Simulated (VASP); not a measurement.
# Rh (I4_1/amd) in VASP: single point with PBEsol

Aim: the single point of Rh with PBEsol.

All numbers are computed with VASP 6.6.1; they aren't measurements. Logs are shortened: lines on timing, memory, paths and dates and some standing lists are left out, and cuts for length are marked.

**1. The cell of the first run**

The structure is tetragonal, space group I4_1/amd (No. 141). Conventional cell: a = 4.723 Å, b = 4.723 Å, c = 2.684 Å, α = 90.00°, β = 90.00°, γ = 90.00°. Within 3.2 Å of Rh (site symmetry -4m2) lie 10 Rh at 2.46 to 3.10 Å.

**2. Single point, PBEsol**

Input file INCAR:

```
PREC     = Accurate       # precision mode
ENCUT    = 500            # plane-wave cutoff, eV
EDIFF    = 1E-6           # SCF threshold, eV
ISMEAR   = 0              # smearing method
SIGMA    = 0.1            # smearing width, eV
LREAL    = F              # projectors in reciprocal space
LASPH    = T              # aspherical terms in the spheres
NELM     = 120            # most SCF steps
ALGO     = Normal         # electronic algorithm
ISIF     = 2              # what is computed and relaxed
LWAVE    = F              # write WAVECAR
LCHARG   = T              # write CHGCAR
GGA      = PS             # functional
LELF     = T              # ELF
LVHAR    = T            
NBANDS   = 22             # bands
GGA_COMPAT= F
```

Input file KPOINTS:

```
Automatic mesh
0
Gamma
  24 24 24
```

Input file POSCAR:

```
Rh
1.0
   -2.3615599051      2.3615599051      1.3418899788
    2.3615599051     -2.3615599051      1.3418899788
    2.3615599051      2.3615599051     -1.3418899788
Rh
2
Direct
    0.0000000000      0.0000000000      0.0000000000
    0.7500000000      0.2500000000      0.5000000000
```

Potentials or basis: VASP PAW PBE potentials, release 64 (Rh_pv).

The run is started by

```sh
cat potpaw_PBE.64/Rh_pv/POTCAR > POTCAR
mpirun -np 1 vasp_std > vasp.out
```

OUTCAR:

```text
PREC = Accurate
   ENCUT = 500
   EDIFF = 1E-6
   ISMEAR = 0
   LREAL = F
   LASPH = T
   NELM = 120
   ISIF = 2
   GGA = PS

 ion  position               nearest neighbor table
   1  0.000  0.000  0.000-   2 2.46   2 2.46   2 2.46   2 2.46   2 3.10   2 3.10   2 3.10   2 3.10

   2  0.750  0.250  0.500-   1 2.46   1 2.46   1 2.46   1 2.46   1 3.10   1 3.10   1 3.10   1 3.10

  LATTYP: Found a body centered tetragonal cell.
 ALAT       =     4.7231198102
 C/A-ratio  =     0.5682218672

  Lattice vectors:

 A1 = (  -2.3615599051,   2.3615599051,   1.3418899788)
 A2 = (   2.3615599051,  -2.3615599051,   1.3418899788)
 A3 = (   2.3615599051,   2.3615599051,  -1.3418899788)

Analysis of symmetry for initial positions (statically):
=====================================================================
 Subroutine PRICEL returns:
 Original cell was already a primitive cell.

 Routine SETGRP: Setting up the symmetry group for a
 body centered tetragonal supercell.

 Subroutine GETGRP returns: Found 16 space group operations
 (whereof  8 operations were pure point group operations)
 out of a pool of 16 trial point group operations.

The static configuration has the point symmetry D_2d.
 The point group associated with its full space group is D_4h.

Analysis of symmetry for dynamics (positions and initial velocities):
=====================================================================
 Subroutine PRICEL returns:
 Original cell was already a primitive cell.

 Routine SETGRP: Setting up the symmetry group for a
 body centered tetragonal supercell.

 Subroutine GETGRP returns: Found 16 space group operations
 (whereof  8 operations were pure point group operations)
 out of a pool of 16 trial point group operations.

The dynamic configuration has the point symmetry D_2d.
 The point group associated with its full space group is D_4h.

 Subroutine INISYM returns: Found 16 space group operations
 (whereof  8 operations are pure point group operations),
 and found     1 'primitive' translations

----------------------------------------------------------------------------------------

                                     Primitive cell

  volume of cell :      29.9347
[... 75 lines left out ...]
   dimension x,y,z NGXF=    56 NGYF=   56 NGZF=   56
   ions per type =               2
   NGX,Y,Z   is equivalent  to a cutoff of  12.93, 12.93, 12.93 a.u.
   NGXF,Y,Z  is equivalent  to a cutoff of  25.87, 25.87, 25.87 a.u.
 SYSTEM =  unknown system
   PREC   = accura    normal or accurate (medium, high low for compatibility)
   ISTART =      0    job   : 0-new  1-cont  2-samecut
   ICHARG =      2    charge: 1-file 2-atom 10-const
   ISPIN  =      1    spin polarized calculation?
   LNONCOLLINEAR =      F non collinear calculations
   LSORBIT =      F    spin-orbit coupling
   LASPH  =      T    aspherical Exc in radial PAW
   ENCUT  =  500.0 eV  36.75 Ry    6.06 a.u.   6.56  6.56  6.56*2*pi/ulx,y,z
   NELM   =    120;   NELMIN=  2; NELMDL= -5     # of ELM steps
   EDIFF  = 0.1E-05   stopping-criterion for ELM
   LREAL  =      F    real-space projection
   EDIFFG = 0.1E-04   stopping-criterion for IOM
   NSW    =      0    number of steps for IOM
   IBRION =     -1    ionic relax: 0-MD 1-quasi-New 2-CG
   NFREE  =      0    steps in history (QN), initial steepest desc. (CG)
   ISIF   =      2    stress and relaxation
   ISYM   =      2    0-nonsym 1-usesym 2-fastsym
   POTIM  = 0.5000    time-step for ionic-motion
   TEBEG  =    0.0;   TEEND  =   0.0 temperature during run
   PSTRESS=    0.0 pullay stress
   NELECT =      30.0000    total number of electrons
   NUPDOWN=      -1.0000    fix difference up-down
   EMIN   =  10.00;   EMAX   =-10.00  energy-range for DOS
   EFERMI =   0.00;   METHOD = LEGACY
   ISMEAR =     0;   SIGMA  =   0.10  broadening in eV -4-tet -1-fermi 0-gaus
   EFERMI_NEDOS =   21; number of points for ismear=-14 and -15
   IALGO  =     38    algorithm
   IMIX   =      4    mixing-type and parameters
     AMIX     =   0.40;   BMIX     =  1.00
     AMIX_MAG =   1.60;   BMIX_MAG =  1.00
  volume/ion in A,a.u.               =      14.97       101.00
  Fermi-wavevector in a.u.,A,eV,Ry     =   1.638288  3.095916 36.517877  2.683988
  Thomas-Fermi vector in A             =   2.729286
   LORBIT       =      0    0 simple, 1 ext, 2 COOP (PROOUT), +10 PAW based schemes
   GGA     = PS    functional components
   LHFCALC =     F    Hartree Fock is set to
   AEXX    =    0.0000 exact exchange contribution
   IVDW    =     0    specifies the selected vdW correction
   LEPSILON=     F    determine dielectric tensor
   LRPA    =     F    only Hartree local field effects (RPA)
 non-spin polarized calculation
 Gauss-broadening in eV      SIGMA  =   0.10
  energy-cutoff  :      500.00
  volume of cell :       29.93
 maximum number of plane-waves:       777
   NGX = 13   NGY = 13   NGZ = 13

 number of electron      29.9999997 magnetization

 Free energy of the ion-electron system (eV)
  ---------------------------------------------------
  ext. energy  EPLUGINS =         0.00000000
  ---------------------------------------------------
  free energy    TOTEN  =       -15.04882304 eV

  energy without entropy =      -15.03402260  energy(sigma->0) =      -15.04142282

 E-fermi :  10.3517     XC(G=0): -13.5828

 val. band max:       10.3516944065   @ k =  -0.4167   0.1250   0.0417
 cond. band min:      10.3517867213   @ k =   0.2500   0.2500   0.2083
 fundamental gap:      0.0000923148
 Fermi energy:        10.3517281368

 k-point     1 :       0.0000    0.0000    0.0000
  band No.  band energies     occupation
      1     -36.5088      2.00000
      2     -36.5088      2.00000
      3     -35.7982      2.00000
      4     -35.7812      2.00000
      5     -35.7299      2.00000
      6     -35.7299      2.00000
[... 589 lines left out ...]
     21      24.0706      0.00000
     22      25.1903      0.00000

 [... further k-points ...]
[... 5 lines left out ...]
  --------------------------------------------------------------------------------------
  -------------------------------------------------------------------------------------
  Total        0.0166924      0.0166924     -0.0095424      0.0000000     -0.0000000      0.0000000
  in kB        0.8934181      0.8934181     -0.5107322      0.0000000     -0.0000000      0.0000000
  external PRESSURE =       0.4253680 kB  Pullay stress =       0.0000000 kB

 VOLUME and BASIS-vectors are now :
 -----------------------------------------------------------------------------
  energy-cutoff  :      500.00
  volume of cell :       29.93
      direct lattice vectors                 reciprocal lattice vectors
    -2.361559905  2.361559905  1.341889979     0.000000000  0.211724462  0.372608789
     2.361559905 -2.361559905  1.341889979     0.211724462  0.000000000  0.372608789
     2.361559905  2.361559905 -1.341889979     0.211724462  0.211724462  0.000000000

 POSITION                                       TOTAL-FORCE (eV/Angst)
 -----------------------------------------------------------------------------------
      0.00000      0.00000      0.00000         0.000000     -0.000000     -0.000000
      0.00000      2.36156      0.67094        -0.000000      0.000000      0.000000
 -----------------------------------------------------------------------------------
    total drift:                               -0.000000      0.000000      0.000000

  FREE ENERGIE OF THE ION-ELECTRON SYSTEM (eV)
  ---------------------------------------------------
  free  energy   TOTEN  =       -15.0488230376 eV

  energy  without entropy=      -15.0340226011  energy(sigma->0) =      -15.04142282
```

stdout:

```text
POSCAR found type information on POSCAR Rh
 POSCAR found :  1 types and       2 ions
 scaLAPACK will be used
 -----------------------------------------------------------------------------
|                                                                             |
|                                                                             |
|     You enforced a specific xc type in the INCAR file but a different       |
|     I HOPE YOU KNOW WHAT YOU ARE DOING!                                     |
|                                                                             |
 -----------------------------------------------------------------------------

 LDA part: xc-table for (Slater+PW92), standard interpolation
 POSCAR, INCAR and KPOINTS ok, starting setup
 FFT: planning ... GRIDC
 FFT: planning ... GRID_SOFT
 FFT: planning ... GRID
 WAVECAR not read
 entering main loop
```

Run time: 5.8 min. Hardware: 1 thread of Intel Xeon 6975P-C (Granite Rapids), shared host; peak memory 0.58 GiB.

What came out:

```
Free energy            : -15.0488 eV
Pressure               : 0.0 GPa
Band gap on the k mesh : zero (bands 15 and 16 overlap by 2.15 eV)
```

Levels at points of the mesh, in eV from the Fermi level:
```
           k point  band 11  band 12  band 13  band 14  band 15  band 16  band 17  band 18  band 19  band 20
(0.00, 0.00, 0.00)    -3.62    -1.09    -1.09    -1.01    -1.01     1.01     2.04     6.89     6.89    15.32
(0.50, 0.00, 0.00)    -2.39    -1.89    -0.89    -0.62     0.45     0.57     2.70     6.22     8.20     8.99
(0.50, 0.50, 0.00)    -3.20    -3.20    -1.19    -1.19    -0.01    -0.01     0.56     0.56    13.39    13.39
(0.50, 0.50, 0.50)    -1.38    -1.38    -0.78    -0.78    -0.67    -0.67     0.21     0.21     7.27     7.27
```

Caveat: the PAW data sets were made with another functional, which shifts forces and pressure a little.
